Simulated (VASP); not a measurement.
# V (P6/mmm) in VASP: a series of runs

Runs on V. Level: BLYP. Tasks: single point.

Program: VASP 6.6.1. These are calculated values, not measurements. Logs are shortened: lines on timing, memory, paths and dates and some standing lists are left out, and cuts for length are marked.

## (1) The cell of the first run

The structure is hexagonal, space group P6/mmm (No. 191). The conventional cell has a = 4.386 Å, b = 4.386 Å, c = 2.335 Å, α = 90.00°, β = 90.00°, γ = 120.00°. V (site symmetry 6/mmm) has 14 V at 2.34 to 2.79 Å within 3.1 Å. Within 3.1 Å of V (site symmetry -6m2) lie 11 V at 2.34 to 2.79 Å.

## (2) Single point, BLYP (volume scaled by 0.92)

INCAR

```
SYSTEM = V
PREC = Accurate
ENCUT = 520
EDIFF = 1E-6
ISMEAR = -1
SIGMA = 0.1
LREAL = .False.
LASPH = .True.
NELM = 100
ALGO = Normal
ISIF = 2
LWAVE = .False.
LCHARG = .False.
GGA = B5
ALDAX = 1.0
AGGAX = 1.0
AGGAC = 1.0
ALDAC = 0.0
NBANDS = 26
```

KPOINTS

```
Automatic mesh
0
Gamma
  9 9 15
  0 0 0
```

POSCAR

```
V
1.0
    4.3856841566      0.0000000000      0.0000000000
   -2.1928420783      3.7981138926      0.0000000000
    0.0000000000      0.0000000000      2.3351457975
V
3
Direct
    1.0000000000      1.0000000000      0.0000000000
    0.3333333333      0.6666666667      0.5000000000
    0.6666666667      0.3333333333      0.5000000000
```

Potentials or basis: VASP PAW PBE potentials, release 64 (V_sv).

Started as:

```bash
$ cat potpaw_PBE.64/V_sv/POTCAR > POTCAR
$ mpirun -np 1 vasp_std > vasp.out
```

OUTCAR:

```text
SYSTEM = V
   PREC = Accurate
   ENCUT = 520
   EDIFF = 1E-6
   ISMEAR = -1
   LREAL = .False.
   LASPH = .True.
   NELM = 100
   ISIF = 2
   GGA = B5

 ion  position               nearest neighbor table
   1  0.000  0.000  0.000-   2 2.79   3 2.79   2 2.79   3 2.79   3 2.79   3 2.79   2 2.79   2 2.79
                             3 2.79   3 2.79   2 2.79   2 2.79
   2  0.333  0.667  0.500-   3 2.53   3 2.53   3 2.53   1 2.79   1 2.79   1 2.79   1 2.79   1 2.79
                             1 2.79
   3  0.667  0.333  0.500-   2 2.53   2 2.53   2 2.53   1 2.79   1 2.79   1 2.79   1 2.79   1 2.79
                             1 2.79

  LATTYP: Found a hexagonal cell.
 ALAT       =     4.3856841566
 C/A-ratio  =     0.5324473250

  Lattice vectors:

 A1 = (   4.3856841566,   0.0000000000,   0.0000000000)
 A2 = (  -2.1928420783,   3.7981138926,   0.0000000000)
 A3 = (   0.0000000000,   0.0000000000,   2.3351457975)

Analysis of symmetry for initial positions (statically):
=====================================================================
 Subroutine PRICEL returns:
 Original cell was already a primitive cell.

 Routine SETGRP: Setting up the symmetry group for a
 hexagonal supercell.

 Subroutine GETGRP returns: Found 24 space group operations
 (whereof 24 operations were pure point group operations)
 out of a pool of 24 trial point group operations.

The static configuration has the point symmetry D_6h.

Analysis of symmetry for dynamics (positions and initial velocities):
=====================================================================
 Subroutine PRICEL returns:
 Original cell was already a primitive cell.

 Routine SETGRP: Setting up the symmetry group for a
 hexagonal supercell.

 Subroutine GETGRP returns: Found 24 space group operations
 (whereof 24 operations were pure point group operations)
 out of a pool of 24 trial point group operations.

The dynamic configuration has the point symmetry D_6h.

 Subroutine INISYM returns: Found 24 space group operations
 (whereof 24 operations are pure point group operations),
 and found     1 'primitive' translations

----------------------------------------------------------------------------------------

                                     Primitive cell

  volume of cell :      38.8973

  direct lattice vectors                    reciprocal lattice vectors
     4.385684157  0.000000000  0.000000000     0.228014596  0.131644288  0.000000000
    -2.192842078  3.798113893  0.000000000     0.000000000  0.263288576  0.000000000
     0.000000000  0.000000000  2.335145798     0.000000000  0.000000000  0.428238785

  length of vectors
     4.385684157  4.385684157  2.335145798     0.263288576  0.263288576  0.428238785

  position of ions in fractional coordinates (direct lattice)
     0.000000000  0.000000000  0.000000000
     0.333333333  0.666666667  0.500000000
     0.666666667  0.333333333  0.500000000

  ion indices of the primitive-cell ions
   primitive index   ion index
                 1           1
                 2           2
                 3           3

----------------------------------------------------------------------------------------

 KPOINTS: Automatic mesh

Automatic generation of k-mesh.
 Grid dimensions read from file:
 generate k-points for:    9    9   15

 Generating k-lattice:

  Cartesian coordinates                     Fractional coordinates (reciprocal lattice)
     0.025334955  0.014627143  0.000000000     0.111111111  0.000000000  0.000000000
     0.000000000  0.029254286  0.000000000     0.000000000  0.111111111  0.000000000
     0.000000000  0.000000000  0.028549252     0.000000000  0.000000000  0.066666667

  Length of vectors
     0.029254286  0.029254286  0.028549252

  Shift w.r.t. Gamma in fractional coordinates (k-lattice)
     0.000000000  0.000000000  0.000000000

 Subroutine IBZKPT returns following result:
 ===========================================

 Found     96 irreducible k-points:

 Following reciprocal coordinates:
            Coordinates               Weight
  0.000000  0.000000  0.000000      1.000000
  0.111111 -0.000000  0.000000      6.000000
  0.222222 -0.000000  0.000000      6.000000
  0.333333 -0.000000  0.000000      6.000000
  0.444444 -0.000000  0.000000      6.000000
  0.111111  0.111111  0.000000      6.000000
[... 16 lines left out ...]
  0.333333  0.222222  0.066667     24.000000
  0.333333  0.333333  0.066667      4.000000
 [... further k-points ...]
   k-points           NKPTS =     96   k-points in BZ     NKDIM =     96   number of bands    NBANDS=     26
   number of dos      NEDOS =    301   number of ions     NIONS =      3
   total plane-waves  NPLWV =  23328
   dimension x,y,z NGX =    36 NGY =   36 NGZ =   18
   dimension x,y,z NGXF=    72 NGYF=   72 NGZF=   36
   ions per type =               3
   NGX,Y,Z   is equivalent  to a cutoff of  13.65, 13.65, 12.81 a.u.
   NGXF,Y,Z  is equivalent  to a cutoff of  27.29, 27.29, 25.63 a.u.
 SYSTEM =  V
   PREC   = accura    normal or accurate (medium, high low for compatibility)
   ISTART =      0    job   : 0-new  1-cont  2-samecut
   ICHARG =      2    charge: 1-file 2-atom 10-const
   ISPIN  =      1    spin polarized calculation?
   LNONCOLLINEAR =      F non collinear calculations
   LSORBIT =      F    spin-orbit coupling
   LASPH  =      T    aspherical Exc in radial PAW
   ENCUT  =  520.0 eV  38.22 Ry    6.18 a.u.   8.15  8.15  4.34*2*pi/ulx,y,z
   NELM   =    100;   NELMIN=  2; NELMDL= -5     # of ELM steps
   EDIFF  = 0.1E-05   stopping-criterion for ELM
   LREAL  =      F    real-space projection
   EDIFFG = 0.1E-04   stopping-criterion for IOM
   NSW    =      0    number of steps for IOM
   IBRION =     -1    ionic relax: 0-MD 1-quasi-New 2-CG
   NFREE  =      0    steps in history (QN), initial steepest desc. (CG)
   ISIF   =      2    stress and relaxation
   ISYM   =      2    0-nonsym 1-usesym 2-fastsym
   POTIM  = 0.5000    time-step for ionic-motion
   TEBEG  =    0.0;   TEEND  =   0.0 temperature during run
   PSTRESS=    0.0 pullay stress
   NELECT =      39.0000    total number of electrons
   NUPDOWN=      -1.0000    fix difference up-down
   EMIN   =  10.00;   EMAX   =-10.00  energy-range for DOS
   EFERMI =   0.00;   METHOD = LEGACY
   ISMEAR =    -1;   SIGMA  =   0.10  broadening in eV -4-tet -1-fermi 0-gaus
   EFERMI_NEDOS =   21; number of points for ismear=-14 and -15
   IALGO  =     38    algorithm
   IMIX   =      4    mixing-type and parameters
     AMIX     =   0.40;   BMIX     =  1.00
     AMIX_MAG =   1.60;   BMIX_MAG =  1.00
  volume/ion in A,a.u.               =      12.97        87.50
  Fermi-wavevector in a.u.,A,eV,Ry     =   1.638538  3.096388 36.529026  2.684808
  Thomas-Fermi vector in A             =   2.729494
   LORBIT       =      0    0 simple, 1 ext, 2 COOP (PROOUT), +10 PAW based schemes
   GGA     = B5    functional components
   LHFCALC =     F    Hartree Fock is set to
   AEXX    =    0.0000 exact exchange contribution
   IVDW    =     0    specifies the selected vdW correction
   LEPSILON=     F    determine dielectric tensor
   LRPA    =     F    only Hartree local field effects (RPA)
 non-spin polarized calculation
  energy-cutoff  :      520.00
  volume of cell :       38.90
 maximum number of plane-waves:      1064
 NGX is ok and might be reduce to    36
   NGX = 17   NGY = 17   NGZ =  9

 number of electron      39.0000008 magnetization

 Free energy of the ion-electron system (eV)
  ---------------------------------------------------
  ext. energy  EPLUGINS =         0.00000000
  ---------------------------------------------------
  free energy    TOTEN  =       -23.08561207 eV

  energy without entropy =      -22.96877136  energy(sigma->0) =      -23.02719171

 E-fermi :  10.8666     XC(G=0): -12.5322

 val. band max:       10.8650392522   @ k =   0.3333   0.1111   0.3333
 cond. band min:      10.8785876715   @ k =   0.3333   0.2222   0.4667
 fundamental gap:      0.0135484193
 Fermi energy:        10.8665733540

 k-point     1 :       0.0000    0.0000    0.0000
  band No.  band energies     occupation
      1     -52.7995      2.00000
      2     -52.6278      2.00000
      3     -52.5655      2.00000
      4     -26.9643      2.00000
      5     -26.9643      2.00000
      6     -26.8464      2.00000
[... 18 lines left out ...]
     25      13.3525      0.00000
     26      13.3525      0.00000

 k-point     2 :       0.1111   -0.0000    0.0000
  band No.  band energies     occupation
      1     -52.7924      2.00000
      2     -52.6304      2.00000
      3     -52.5703      2.00000
      4     -27.0174      2.00000
      5     -26.9996      2.00000
      6     -26.7860      2.00000
[... 18 lines left out ...]
     25      13.5871      0.00000
     26      13.6113      0.00000

 k-point     3 :       0.2222   -0.0000    0.0000
  band No.  band energies     occupation
      1     -52.7723      2.00000
      2     -52.6378      2.00000
      3     -52.5835      2.00000
      4     -27.0907      2.00000
      5     -27.0165      2.00000
      6     -26.6913      2.00000
[... 18 lines left out ...]
     25      13.8260      0.00000
     26      13.8957      0.00000

 k-point     4 :       0.3333   -0.0000    0.0000
  band No.  band energies     occupation
      1     -52.7424      2.00000
      2     -52.6510      2.00000
      3     -52.6007      2.00000
      4     -27.1465      2.00000
      5     -26.9766      2.00000
      6     -26.6062      2.00000
[... 18 lines left out ...]
     25      14.0017      0.00000
     26      14.0507      0.00000
[... 496 lines left out ...]
      1     -52.7150      2.00000
      2     -52.6428      2.00000
      3     -52.6036      2.00000
      4     -27.0776      2.00000
      5     -27.0168      2.00000
      6     -26.6673      2.00000
[... 18 lines left out ...]
     25      13.5749      0.00000
     26      14.0605      0.00000

 k-point    23 :       0.3333    0.2222    0.0667
  band No.  band energies     occupation
      1     -52.6867      2.00000
      2     -52.6542      2.00000
      3     -52.6209      2.00000
      4     -27.0784      2.00000
      5     -26.9454      2.00000
      6     -26.8039      2.00000
[... 18 lines left out ...]
     25      13.2756      0.00000
     26      13.7298      0.00000

 k-point    24 :       0.3333    0.3333    0.0667
  band No.  band energies     occupation
      1     -52.6755      2.00000
      2     -52.6432      2.00000
      3     -52.6432      2.00000
      4     -27.0282      2.00000
      5     -26.9141      2.00000
      6     -26.9141      2.00000
[... 18 lines left out ...]
     25      13.3657      0.00000
     26      13.3657      0.00000

 [... further k-points ...]
[... 5 lines left out ...]
  --------------------------------------------------------------------------------------
  -------------------------------------------------------------------------------------
  Total        3.7799180      3.7799180      4.2392319      0.0000000      0.0000000     -0.0000000
  in kB      155.6946265    155.6946265    174.6137440      0.0000000      0.0000000     -0.0000000
  external PRESSURE =     162.0009990 kB  Pullay stress =       0.0000000 kB

 VOLUME and BASIS-vectors are now :
 -----------------------------------------------------------------------------
  energy-cutoff  :      520.00
  volume of cell :       38.90
      direct lattice vectors                 reciprocal lattice vectors
     4.385684157  0.000000000  0.000000000     0.228014596  0.131644288  0.000000000
    -2.192842078  3.798113893  0.000000000     0.000000000  0.263288576  0.000000000
     0.000000000  0.000000000  2.335145798     0.000000000  0.000000000  0.428238785

 POSITION                                       TOTAL-FORCE (eV/Angst)
 -----------------------------------------------------------------------------------
      0.00000      0.00000      0.00000        -0.000000      0.000000      0.000000
     -0.00000      2.53208      1.16757         0.000000     -0.000000     -0.000000
      2.19284      1.26604      1.16757         0.000000      0.000000      0.000000
 -----------------------------------------------------------------------------------
    total drift:                                0.000000      0.000000     -0.000000

  FREE ENERGIE OF THE ION-ELECTRON SYSTEM (eV)
  ---------------------------------------------------
  free  energy   TOTEN  =       -23.0856120731 eV

  energy  without entropy=      -22.9687713558  energy(sigma->0) =      -23.02719171
```

It took 66 s on 1 thread of Intel Xeon 6975P-C (Granite Rapids), shared host; peak memory 0.2 GiB.

What came out:

```yaml
Free_energy: -23.0856 eV
Pressure: 16.2 GPa
```

Stress tensor (GPa, compression positive):
```
15.57  0.00  0.00
 0.00 15.57  0.00
 0.00  0.00 17.46
```

Caveat: the PAW data sets were made with another functional, which shifts forces and pressure a little.

(Part 1 of 2 ends here.)
